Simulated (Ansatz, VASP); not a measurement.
# ZnS: VASP beside Ansatz

```
CELL_PARAMETERS angstrom
0.00000 2.69410 2.69410
2.69410 0.00000 2.69410
2.69410 2.69410 0.00000
ATOMIC_POSITIONS crystal
Zn 0.25000 0.25000 0.25000
S 0.00000 0.00000 0.00000
```

Alike in both runs: task single point; functional PBE; k mesh 6 × 6 × 6; no spin polarisation.

|  | VASP | Ansatz |
| --- | --- | --- |
| version | VASP 6.6.1 | Ansatz 0.2.0 |
| potentials or method | VASP PAW PBE potentials, release 64 (Zn, S) | plane waves |
| plane-wave cutoff (eV) | 500 | 420 |
| occupations | gaussian, width 0.01 eV | fixed |
| valence electrons in the cell | 18 | 18 |

VASP gave:

```
gap on the k mesh at the Fermi level (eV) : 2.15
pressure (GPa)                            : 2.5
```

Question: Which values does Ansatz return?

Answer: gap on the k mesh at the Fermi level (eV): 2.15; pressure (GPa): 2.3.
